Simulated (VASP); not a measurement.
Runs of VASP 6.6.1 on OF2. The structure is that of space group Fm-3m (No. 225), or close to it. The cells are those of the table. 

| task | level | cell | k mesh | cutoff (eV) | gap on the mesh (eV) | pressure (GPa) | relaxed volume (Å³/atom) |
| --- | --- | --- | --- | --- | --- | --- | --- |
| single point | PBEsol | a = 3.446 Å, angles 60.0°, 3 atoms | 6 × 6 × 6 | 600 | none | -0.6 | - |
| single point | r2SCAN+rVV10 | a = 3.442 Å, angles 60.0°, 3 atoms | 8 × 8 × 8 | 660 | none | -0.9 | - |
| relaxation of cell and atoms | r2SCAN+rVV10 | relaxed from a = 3.446 Å, angles 60.0°, 3 atoms | 8 × 8 × 8 | 660 | none | -0.1 | 9.54 |
| single point | r2SCAN+rVV10 | a = 3.442 Å, angles 60.0°, 3 atoms | 10 × 10 × 10 | 660 | none | -0.9 | - |
| relaxation of cell and atoms | PBEsol | relaxed from a = 3.865 Å, angles 60.0°, 3 atoms | 6 × 6 × 6 | 600 | none | 0.0 | (a) |

Alike in all rows: potentials or basis VASP PAW PBE potentials, release 64 (O, F); no spin polarisation; smearing fermi-dirac 0.03 eV.

Fill in the values left out.

(a) 9.59.

Caveats: some runs use coarse meshes; the PAW data sets were made with another functional, which shifts forces and pressure a little; the volume moved by over 15 % at a fixed basis, so the end points are rough (at least some runs).

A gap of «none» marks levels without a gap at the run's occupations.
